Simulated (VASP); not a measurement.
Runs of VASP 6.6.1 on Ir. The structure is that of space group P6/mmm (No. 191), or close to it. The cells are those of the table. 

```csv
task,potentials or basis,cell,cutoff (eV),second run,gap on the mesh (eV),pressure (GPa)
single point,"VASP PAW PBE potentials, release 64 (Ir)","a = 2.452, b = 2.452, c = 2.352 Å, angles 90.0, 90.0, 120.0°, 1 atom",520,-,none,141.8
relaxation of cell and atoms,"VASP PAW PBE potentials, release 64 (Ir)","relaxed to 140 GPa from a = 2.443, b = 2.443, c = 2.296 Å, angles 90.0, 90.0, 120.0°, 1 atom",600,-,none,140.0
single point,"VASP PAW PBE potentials, release 64 (Ir_sv_GW)","a = 2.452, b = 2.452, c = 2.352 Å, angles 90.0, 90.0, 120.0°, 1 atom",500,valence_matched,none,(a)
relaxation of cell and atoms,"VASP PAW PBE potentials, release 64 (Ir)","relaxed to 140 GPa from a = 2.452, b = 2.452, c = 2.352 Å, angles 90.0, 90.0, 120.0°, 1 atom",600,-,none,140.0
```

Alike in all rows: level PBE; no spin polarisation; k mesh 18 × 18 × 17; smearing fermi-dirac 0.08 eV.

**Question.** Fill in the values left out.

**Answer.** (a) 136.0.

Caveats: spin-orbit coupling is left out, which moves the levels of the heavy elements; the cell is relaxed towards a set pressure, so the enthalpy falls and the energy may rise (some runs).

A k mesh can miss the band edges, and the runs leave out spin-orbit coupling on Ir.

A gap of «none» marks levels without a gap at the run's occupations.

The runs don't all hold the same shells in valence.
